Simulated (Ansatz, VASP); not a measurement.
## Si3As2: VASP beside Ansatz

```xyz
5
Lattice="-2.3974 2.3974 3.9750 2.3974 -2.3974 3.9750 2.3974 2.3974 -3.9750" Properties=species:S:1:pos:R:3 pbc="T T T"
Si    0.0000    2.3974    0.0000
Si    2.3974    0.0000    0.0000
Si    0.0000    0.0000    3.9750
As    0.0000    0.0000    6.6348
As    0.0000    0.0000    1.3152
```

Alike in both runs: functional PBE; k mesh 5 × 5 × 5; occupations gaussian, width 0.2 eV; no spin polarisation.

Ansatz relaxed the structure, and its values are those at the end. VASP's run is a single point on that final structure, the one shown.

|  | VASP | Ansatz |
| --- | --- | --- |
| version | VASP 6.6.1 | Ansatz 0.2.0 |
| potentials or method | VASP PAW PBE potentials, release 64 (Si, As), cutoff 500 eV | scalar-relativistic, plane waves, PAW |
| valence electrons in the cell | 22 | 42 |

VASP gave:

| Property | Result |
| --- | --- |
| gap on the k mesh at the Fermi level (eV) | none |
| pressure (GPa) | 0.2 |
| rms of the force components (eV/Å) | 0.023 |

Estimate Ansatz's values.

gap on the k mesh at the Fermi level (eV): none; pressure (GPa): 0.1; rms of the force components (eV/Å): 0.016.

A gap of «none» marks a metal or a gap that the smearing closes. VASP's potentials hold 22 valence electrons a cell and Ansatz's 42, so a difference there can come from the potentials and not from the codes.

The k mesh is coarse, so the values compare programs but aren't converged.
